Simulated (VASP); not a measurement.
# LiF (Pm-3m) in VASP: vibrations by perturbation theory with PBEsol

Aim: the vibrations by perturbation theory of LiF with PBEsol.

All numbers are computed with VASP 6.6.1; they aren't measurements. Logs are shortened: lines on timing, memory, paths and dates and some standing lists are left out, and cuts for length are marked.

**1. The cell of the first run**

The structure is cubic, space group Pm-3m (No. 221). Conventional cell: a = 2.523 Å, b = 2.523 Å, c = 2.523 Å, α = 90.00°, β = 90.00°, γ = 90.00°. Within 2.9 Å of Li (site symmetry m-3m) lie 8 F at 2.19 Å and 6 Li at 2.52 Å. F (site symmetry m-3m) has 8 Li at 2.19 Å and 6 F at 2.52 Å within 2.9 Å.

**2. Vibrations by perturbation theory, PBEsol**

The input, INCAR:

```
PREC = Accurate ; ENCUT = 520
EDIFF = 1E-8 ; ISMEAR = 0
SIGMA = 0.01 ; LREAL = F
LASPH = T ; NELM = 100
ALGO = Normal ; ISIF = 2
LWAVE = F ; LCHARG = F
GGA = PS ; IBRION = 8
NSW = 1 ; LEPSILON = T
```

The input, KPOINTS:

```
regular mesh
0
Gamma
  8 8 8
```

The input, POSCAR:

```
LiF
1.0
    2.5232543074      0.0000000000      0.0000000000
    0.0000000000      2.5232543074      0.0000000000
    0.0000000000      0.0000000000      2.5232543074
Li F
1 1
Direct
    0.0000000000      0.0000000000      0.0000000000
    0.5000000000      0.5000000000      0.5000000000
```

Potentials or basis: VASP PAW PBE potentials, release 64 (Li_sv, F).

On the command line:

```
cat potpaw_PBE.64/Li_sv/POTCAR potpaw_PBE.64/F/POTCAR > POTCAR
mpirun -np 1 vasp_std > vasp.out
```

OUTCAR:

```text
PREC = Accurate
   ENCUT = 520
   EDIFF = 1E-8
   ISMEAR = 0
   LREAL = F
   LASPH = T
   NELM = 100
   ISIF = 2
   GGA = PS
   IBRION = 8
   NSW = 1
   LEPSILON = T

 ion  position               nearest neighbor table
   1  0.000  0.000  0.000-   2 2.19   2 2.19   2 2.19   2 2.19   2 2.19   2 2.19   2 2.19   2 2.19

   2  0.500  0.500  0.500-   1 2.19   1 2.19   1 2.19   1 2.19   1 2.19   1 2.19   1 2.19   1 2.19

  LATTYP: Found a simple cubic cell.
 ALAT       =     2.5232543074

  Lattice vectors:

 A1 = (   2.5232543074,   0.0000000000,   0.0000000000)
 A2 = (   0.0000000000,   2.5232543074,   0.0000000000)
 A3 = (   0.0000000000,   0.0000000000,   2.5232543074)

Analysis of symmetry for initial positions (statically):
=====================================================================
 Subroutine PRICEL returns:
 Original cell was already a primitive cell.

 Routine SETGRP: Setting up the symmetry group for a
 simple cubic supercell.

 Subroutine GETGRP returns: Found 48 space group operations
 (whereof 48 operations were pure point group operations)
 out of a pool of 48 trial point group operations.

The static configuration has the point symmetry O_h .

Analysis of symmetry for dynamics (positions and initial velocities):
=====================================================================
 Subroutine PRICEL returns:
 Original cell was already a primitive cell.

 Routine SETGRP: Setting up the symmetry group for a
 simple cubic supercell.

 Subroutine GETGRP returns: Found 48 space group operations
 (whereof 48 operations were pure point group operations)
 out of a pool of 48 trial point group operations.

The dynamic configuration has the point symmetry O_h .

 Subroutine INISYM returns: Found 48 space group operations
 (whereof 48 operations are pure point group operations),
 and found     1 'primitive' translations

----------------------------------------------------------------------------------------
[... 521 lines left out ...]

 MACROSCOPIC STATIC DIELECTRIC TENSOR (including local field effects in DFT)
 ------------------------------------------------------
           2.183978    -0.000000    -0.000000
          -0.000000     2.183978     0.000000
          -0.000000     0.000000     2.183978
 ------------------------------------------------------

 PIEZOELECTRIC TENSOR (including local field effects)  for field in x, y, z        (e  Angst)
          XX          YY          ZZ          XY          YZ          ZX
  --------------------------------------------------------------------------------
  x     0.00000     0.00000     0.00000     0.00000     0.00000     0.00000
  y     0.00000     0.00000     0.00000     0.00000     0.00000     0.00000
  z     0.00000     0.00000     0.00000     0.00000     0.00000     0.00000

 PIEZOELECTRIC TENSOR (including local field effects)  for field in x, y, z        (C/m^2)
          XX          YY          ZZ          XY          YZ          ZX
  --------------------------------------------------------------------------------
  x     0.00000     0.00000     0.00000     0.00000     0.00000     0.00000
  y     0.00000     0.00000     0.00000     0.00000     0.00000     0.00000
  z     0.00000     0.00000     0.00000     0.00000     0.00000     0.00000

 BORN EFFECTIVE CHARGES (including local field effects) (in |e|, cummulative output)
 ---------------------------------------------------------------------------------
 ion    1
    1     1.10101    -0.00000    -0.00000
    2    -0.00000     1.10101    -0.00000
    3     0.00000    -0.00000     1.10101
 ion    2
    1    -1.10101     0.00000     0.00000
    2     0.00000    -1.10101     0.00000
    3    -0.00000     0.00000    -1.10101

 INTERNAL STRAIN TENSOR FOR ION    2 for displacements in x,y,z  (eV/Angst):
          X           Y           Z          XY          YZ          ZX
  --------------------------------------------------------------------------------
  x     0.00000     0.00000     0.00000     0.00000     0.00000     0.00000
  y     0.00000     0.00000     0.00000     0.00000     0.00000     0.00000
  z     0.00000     0.00000     0.00000     0.00000     0.00000     0.00000

 SECOND DERIVATIVES (NOT SYMMETRIZED)
 ------------------------------------
               1X          1Y          1Z          2X          2Y          2Z
  1X     0.116044    0.000000   -0.000000   -0.116044   -0.000000    0.000000
  1Y     0.000000    0.116044    0.000000   -0.000000   -0.116044   -0.000000
  1Z     0.000000    0.000000    0.116044   -0.000000   -0.000000   -0.116044
  2X    -0.121635    0.000000   -0.000000    0.121635   -0.000000    0.000000
  2Y     0.000000   -0.121635   -0.000000   -0.000000    0.121635    0.000000
  2Z     0.000000    0.000000   -0.121635   -0.000000   -0.000000    0.121635

 Eigenvectors and eigenvalues of the dynamical matrix
 ----------------------------------------------------

   1 f  =    0.024993 THz     0.157034 2PiTHz    0.833666 cm-1     0.103361 meV
             X         Y         Z           dx          dy          dz
      0.000000  0.000000  0.000000    -0.266639    0.148087    0.431184
      1.261627  1.261627  1.261627    -0.428694    0.238090    0.693245
[... 21 lines left out ...]
   6 f/i=    2.368802 THz    14.883620 2PiTHz   79.014721 cm-1     9.796572 meV
             X         Y         Z           dx          dy          dz
      0.000000  0.000000  0.000000     0.849149   -0.000000    0.000000
      1.261627  1.261627  1.261627    -0.528153   -0.000000    0.000000

--------------------------------------------------------------------------------------------------------

 MACROSCOPIC STATIC DIELECTRIC TENSOR IONIC CONTRIBUTION
 ------------------------------------------------------
           0.000000     0.000000     0.000000
           0.000000     0.000000     0.000000
           0.000000     0.000000     0.000000
 ------------------------------------------------------

 ELASTIC MODULI CONTR FROM IONIC RELAXATION (kBar)
 Direction    XX          YY          ZZ          XY          YZ          ZX
 --------------------------------------------------------------------------------
 XX           0.0000      0.0000      0.0000      0.0000      0.0000      0.0000
 YY           0.0000      0.0000      0.0000      0.0000      0.0000      0.0000
 ZZ           0.0000      0.0000      0.0000      0.0000      0.0000      0.0000
 XY           0.0000      0.0000      0.0000      0.0000      0.0000      0.0000
 YZ           0.0000      0.0000      0.0000      0.0000      0.0000      0.0000
 ZX           0.0000      0.0000      0.0000      0.0000      0.0000      0.0000
 --------------------------------------------------------------------------------

 PIEZOELECTRIC TENSOR IONIC CONTR  for field in x, y, z        (C/m^2)
          XX          YY          ZZ          XY          YZ          ZX
  --------------------------------------------------------------------------------
  x     0.00000     0.00000     0.00000     0.00000     0.00000     0.00000
  y     0.00000     0.00000     0.00000     0.00000     0.00000     0.00000
  z     0.00000     0.00000     0.00000     0.00000     0.00000     0.00000
```

stdout:

```text
POSCAR found type information on POSCAR LiF
 POSCAR found :  2 types and       2 ions
 scaLAPACK will be used
 -----------------------------------------------------------------------------
|                                                                             |
|                                                                             |
[... 39 lines left out ...]
 first order change of Fermi-energy  -0.30328E-04
 force on displaced ion       1 direction 1 :   0.116   0.000  -0.000
 Born effective charge ion    1 direction 1 :   1.101   0.000   0.000
 Linear response progress:
 first order change of Fermi-energy   0.55454E-03
 force on displaced ion       2 direction 1 :   0.122   0.000   0.000
 Born effective charge ion    2 direction 1 :  -1.102   0.000   0.000
 Born effective charges drift removed
 Linear response finished
```

Run time: 86 s. Hardware: 1 thread of AMD EPYC 9R45 (Zen 5), shared host; peak memory 0.12 GiB.

Results:

```yaml
Electronic_dielectric_tensor_diagonal: 2.18
Born_charges_mean_of_the_diagonal: Li +1.10; F -1.10 e
Highest_phonon_frequency_at_Γ_LO-TO_splitting_left_out: 1 cm⁻¹
Most_unstable_mode: 79i cm⁻¹
```

Phonon frequencies in cm⁻¹ (negative: imaginary):
```csv
q point,frequencies
"(0.000, 0.000, 0.000)",-79 -79 -79 1 1 1
```

Electronic dielectric tensor:
```
2.18 0.00 0.00
0.00 2.18 0.00
0.00 0.00 2.18
```

Born effective charge tensors (e):
atom 1, Li
```
1.10 0.00 0.00
0.00 1.10 0.00
0.00 0.00 1.10
```
atom 2, F
```
-1.10  0.00  0.00
 0.00 -1.10  0.00
 0.00  0.00 -1.10
```

Caveat: some modes are imaginary.
